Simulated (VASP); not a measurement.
Input of a VASP 6.6.1 run:

File INCAR:

```
PREC = Accurate
ENCUT = 600
EDIFF = 1E-6
ISMEAR = -5
SIGMA = 0.1
LREAL = False
LASPH = True
NELM = 120
ALGO = Normal
ISIF = 2
LWAVE = False
LCHARG = False
GGA = PE
NBANDS = 16
GGA_COMPAT = False
```

KPOINTS

```
Automatic mesh
0
Gamma
  4 4 4
```

Contents of POSCAR:

```
AlRu
1.0
    2.9990673665      0.0109944932     -0.0465078834
    0.0109944932      3.0076346069     -0.0290857447
   -0.0465078834     -0.0290857447      3.0399057272
Al Ru
1 1
Direct
    0.0000000000      0.0000000000      0.0000000000
    0.5000000000      0.5000000000      0.5000000000
```

Potentials or basis: VASP PAW PBE potentials, release 64 (Al, Ru_sv).

The run is started by

```bash
$ cat potpaw_PBE.64/Al/POTCAR potpaw_PBE.64/Ru_sv/POTCAR > POTCAR
$ mpirun -np 1 vasp_std > vasp.out
```

Predict the pressure.

-3.6 GPa.

Stress tensor (GPa, compression positive):
```
-2.65 -0.91  3.95
-0.91 -3.45  2.43
 3.95  2.43 -4.73
```

Caveat: the k points lie up to 0.52 Å⁻¹ apart; tetrahedron occupations give inexact forces and stress in metals.
